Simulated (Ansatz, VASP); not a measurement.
## One calculation of Rh, two programs

The input INCAR:

```
SYSTEM = Rh
ALGO = Normal ; EDIFF = 1E-6
ENCUT = 500 ; GGA = CA
GGA_COMPAT = .FALSE. ; ISIF = 2
ISMEAR = 0 ; LASPH = .TRUE.
LCHARG = .FALSE. ; LREAL = .FALSE.
LWAVE = .FALSE. ; NBANDS = 22
NELM = 120 ; PREC = Accurate
SIGMA = 0.1
```

File KPOINTS:

```
k-points
0
G
  9 9 4
  0 0 0
```

Contents of POSCAR:

```
Rh
1.0
    2.6923490378      0.0000000000      0.0000000000
   -1.3461745189      2.3316426626      0.0000000000
    0.0000000000      0.0000000000      4.3966059788
Rh
2
Direct
    0.3333333333      0.6666666667      0.2500000000
    0.6666666667      0.3333333333      0.7500000000
```

Input for Ansatz:

```yaml
crystal:
  lattice:
    - [2.6923490378, 0.0, 0.0]
    - [-1.3461745189, 2.3316426626, 0.0]
    - [0.0, 0.0, 4.3966059788]
  atoms:
    - { symbol: Rh, position: [0.3333333333, 0.6666666667, 0.25] }
    - { symbol: Rh, position: [0.6666666667, 0.3333333333, 0.75] }
basis:
  ecutwfc: 420
kpoints:
  mp_grid: { grid: [9, 9, 4] }
hamiltonian:
  xc: lda
scf:
  occupations: { method: gaussian, width: 0.1 }
output:
  forces: true
  stress: true
  eigenvalues: true
```

Alike in both runs: task single point; functional LDA; k mesh 9 × 9 × 4; occupations gaussian, width 0.1 eV; no spin polarisation.

```csv
,VASP,Ansatz
version,VASP 6.6.1,Ansatz 0.2.0
potentials or method,"VASP PAW LDA potentials, release 64 (Rh_pv), cutoff 500 eV","scalar-relativistic, plane waves, PAW"
valence electrons in the cell,30,34
```

Ansatz gave:

```
gap on the k mesh at the Fermi level (eV)                     : none
pressure (GPa)                                                : -11.7
traceless stress, the component that is largest in VASP (GPa) : -2.39
```

**Question.** Which values does VASP return?

**Answer.** gap on the k mesh at the Fermi level (eV): none; pressure (GPa): -10.8; traceless stress, the component that is largest in VASP (GPa): -2.37.

LDA's correlation is that of Perdew and Zunger in VASP and of Perdew and Wang (1992) in Ansatz. A gap of «none» marks a metal or a gap that the smearing closes. VASP's potentials hold 30 valence electrons a cell and Ansatz's 34, so a difference there can come from the potentials and not from the codes.
